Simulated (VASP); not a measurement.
A run of VASP 6.6.1 is set up as follows.

INCAR

```
  PREC = Accurate
  ENCUT = 520
  EDIFF = 1E-6
  ISMEAR = -1
  SIGMA = 0.05
  LREAL = F
  LASPH = T
  NELM = 60
  ALGO = Normal
  ISIF = 2
  LWAVE = F
  LCHARG = T
  GGA = PE
  LELF = T
  LVHAR = T
  NBANDS = 19
```

KPOINTS

```
regular mesh
0
Gamma
  11 11 11
```

File POSCAR:

```
Zn
1.0
    0.0000000000      2.9088992051      2.9088992051
    2.9088992051      0.0000000000      2.9088992051
    2.9088992051      2.9088992051      0.0000000000
Zn
2
Direct
    0.0000000000      0.0000000000      0.0000000000
    0.2500000000      0.2500000000      0.2500000000
```

Potentials or basis: VASP PAW PBE potentials, release 64 (Zn).

Launch:

```bash
$ cat potpaw_PBE.64/Zn/POTCAR > POTCAR
$ mpirun -np 1 vasp_std > vasp.out
```

(1) What does it give for the pressure?

(2) Estimate the band gap on the k mesh.

Results:

(1) 0.1 GPa.

(2) zero (band 12 reaches 5.49 eV, above the bottom of band 13 at -0.35 eV).
